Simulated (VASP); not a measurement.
BiB: single point with PBEsol

The system is BiB.

```
CELL_PARAMETERS angstrom
3.32505 0.00000 0.00000
0.00000 3.32505 0.00000
0.00000 0.00000 3.32505
ATOMIC_POSITIONS crystal
B 0.00000 0.00000 0.00000
Bi 0.50000 0.50000 0.50000
```

| Quantity | Value |
| --- | --- |
| Program | VASP 6.6.1 |
| Task | single point |
| Functional | PBEsol |
| Potentials or basis | VASP PAW PBE potentials, release 64 (B, Bi_d) |
| Cutoff | 520 eV |
| k mesh | 8 × 8 × 8 |
| Occupations | fermi-dirac, width 0.03 eV |
| Spin | no spin polarisation |

```
Pressure               : 0.0 GPa
Band gap on the k mesh : zero (bands 9 and 10 overlap by 4.41 eV)
```

Levels at points of the mesh, in eV from the Fermi level:
```
           k point  band 6  band 7  band 8  band 9  band 10  band 11  band 12  band 13
(0.00, 0.00, 0.00)  -14.35   -2.37   -0.75   -0.75    -0.75     5.68     5.68     7.97
(0.50, 0.00, 0.00)  -12.13   -8.68    1.98    2.05     2.05     2.48     3.45     3.45
(0.50, 0.50, 0.00)  -10.09   -5.53   -5.53   -5.27     2.45     5.43     5.43     5.58
(0.50, 0.50, 0.50)   -8.31   -4.00   -2.36   -2.36    -2.36    -1.25    -1.25    -1.25
```

It took 35 s on 1 thread of Intel Xeon 8259CL, with other jobs on the host, peak memory 0.17 GiB.

Caveat: the PAW data sets were made with another functional, which shifts forces and pressure a little; spin-orbit coupling is left out, which moves the levels of the heavy elements.
